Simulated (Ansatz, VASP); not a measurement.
SnO2: VASP beside Ansatz

```xyz
6
Lattice="4.8519 0.0000 0.0000 0.0000 4.8519 0.0000 0.0000 0.0000 3.2629" Properties=species:S:1:pos:R:3 pbc="T T T"
Sn    0.0000    0.0000    0.0000
Sn    2.4260    2.4260    1.6315
O     1.4915    1.4915    0.0000
O     0.9345    3.9175    1.6315
O     3.3604    3.3604    0.0000
O     3.9175    0.9345    1.6315
```

Alike in both runs: functional r2SCAN; k mesh 6 × 6 × 10; occupations fermi-dirac, width 0.02 eV; no spin polarisation.

Ansatz relaxed the structure, and its values are those at the end. VASP's run is a single point on that final structure, the one shown.

```csv
,VASP,Ansatz
version,VASP 6.6.1,Ansatz 0.2.0
potentials or method,"VASP PAW PBE potentials, release 64 (Sn_d, O), cutoff 520 eV",PAW plane waves
valence electrons in the cell,52,52
```

```tsv
	VASP	Ansatz	Ansatz less VASP
gap on the k mesh at the Fermi level (eV)	1.15	1.15	-0.004
pressure (GPa)	-9.7	-10.7	-0.97
rms of the force components (eV/Å)	0.015	0.001	-0.0149
```

VASP's potentials were made for PBE, not for r2SCAN. The functional is the same, so the differences come from potentials, cutoffs and numerics. Ansatz's warnings: stress scf threshold loose.
